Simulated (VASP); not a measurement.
# TlCo2: single point with PBE

Crystal: TlCo2.

```
Tl Co
1.0
     4.16124    0.00000    0.00000
    -2.08062    3.60374    0.00000
     0.00000    0.00000    3.05708
Tl Co
1 2
Direct
  0.00000 0.00000 0.00000
  0.33333 0.66667 0.50000
  0.66667 0.33333 0.50000
```

```
Program                : VASP 6.6.1
Task                   : single point
Functional             : PBE
Potentials or basis    : VASP PAW PBE potentials, release 64 (Tl_d, Co)
Cutoff                 : 520 eV
k mesh                 : 6 × 6 × 4
Occupations            : gaussian, width 0.1 eV
Spin                   : collinear spin, ferromagnetic start
Starting moments       : [0.0, 1.17, 1.17] μB
Dipole correction      : no
Further INCAR settings : ALGO = Normal; EDIFF = 1e-06; NBANDS = 26
```

The pressure is -0.2 GPa, the net moment is 3.08 μB per cell and the site moments are Tl -0.03; Co +1.58 μB. The valence electrons inside the program's atomic spheres are Tl 11.37; Co 8.09.

Stress tensor (GPa, compression positive):
```
-0.33  0.00  0.00
 0.00 -0.33  0.00
 0.00  0.00 -0.01
```

Levels at points of the mesh, in eV from the Fermi level:
Spin up:
| k point | band 13 | band 14 | band 15 | band 16 | band 17 | band 18 | band 19 | band 20 | band 21 | band 22 |
| --- | --- | --- | --- | --- | --- | --- | --- | --- | --- | --- |
| (0.00, 0.00, 0.00) | -2.40 | -2.09 | -1.43 | -1.43 | 3.52 | 3.86 | 3.86 | 4.94 | 4.94 | 6.14 |
| (0.50, 0.00, 0.00) | -2.31 | -1.68 | -1.38 | -1.22 | -1.00 | -0.88 | 3.46 | 9.97 | 11.69 | 12.38 |
| (0.00, 0.00, 0.50) | -2.12 | -2.08 | -2.08 | -0.92 | -0.88 | 6.52 | 6.52 | 6.60 | 6.60 | 6.85 |
| (0.50, 0.00, 0.50) | -1.51 | -1.29 | -0.94 | -0.62 | -0.41 | -0.24 | 1.50 | 4.95 | 5.26 | 5.89 |
Spin down:
| k point | band 10 | band 11 | band 12 | band 13 | band 14 | band 15 | band 16 | band 17 | band 18 | band 19 |
| --- | --- | --- | --- | --- | --- | --- | --- | --- | --- | --- |
| (0.00, 0.00, 0.00) | -1.28 | -1.28 | -0.90 | -0.73 | -0.73 | 0.40 | 0.40 | 3.64 | 4.51 | 4.51 |
| (0.50, 0.00, 0.00) | -1.59 | -1.13 | -1.01 | -0.80 | -0.73 | 0.09 | 0.35 | 0.47 | 0.69 | 4.10 |
| (0.00, 0.00, 0.50) | -1.07 | -1.07 | -0.75 | -0.75 | -0.52 | -0.52 | 0.37 | 0.61 | 6.76 | 6.76 |
| (0.50, 0.00, 0.50) | -1.88 | -1.84 | -1.61 | 0.28 | 0.29 | 0.62 | 0.72 | 0.94 | 0.96 | 2.28 |

Run time: 44 s on 1 thread of Intel(R) Xeon(R) Platinum 8488C (Sapphire Rapids) (shared host), peak memory 0.2 GiB.

Caveat: the k points lie up to 0.51 Å⁻¹ apart; spin-orbit coupling is left out, which moves the levels of the heavy elements.
